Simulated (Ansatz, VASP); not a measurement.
Si3BTe2: VASP beside Ansatz

```xyz
6
Lattice="3.5303 0.0000 0.0000 0.0000 3.5303 0.0000 0.0000 0.0000 10.1895" Properties=species:S:1:pos:R:3 pbc="T T T"
Si    0.0000    0.0000    6.8748
Si    0.0000    0.0000    3.3367
Si    1.7651    1.7651    8.4061
B     1.7651    1.7651    1.7458
Te    0.0000    0.0000   10.1889
Te    1.7651    1.7651    5.1108
```

Change from the starting cell: species swapped into the MnAl2Cr3 type (P4mm, No. 99).

Alike in both runs: task relaxation of cell and atoms; functional PBE; k mesh 6 × 6 × 2; occupations gaussian, width 0.1 eV; no spin polarisation.

```csv
,VASP,Ansatz
version,VASP 6.6.1,Ansatz 0.2.0
potentials or method,"VASP PAW PBE potentials, release 64 (Si, B, Te), cutoff 600 eV","scalar-relativistic, plane waves, PAW"
valence electrons in the cell,27,47
```

VASP gave:

```
gap on the k mesh at the Fermi level, each at its own relaxed structure (eV)  : none
relaxed volume (Å³/atom)                                                      : 20.15
relaxed length of the cell vector where the two differ most in proportion (Å) : 11.156
```

Task: Which values does Ansatz return?

Result: gap on the k mesh at the Fermi level, each at its own relaxed structure (eV): none; relaxed volume (Å³/atom): 20.60; relaxed length of the cell vector where the two differ most in proportion (Å): 12.680.

A gap of «none» marks a metal or a gap that the smearing closes. One of these differences is far larger than is usual between the two programs; its cause wasn't traced. VASP's potentials hold 27 valence electrons a cell and Ansatz's 47, so a difference there can come from the potentials and not from the codes.

Spin-orbit coupling is off throughout.
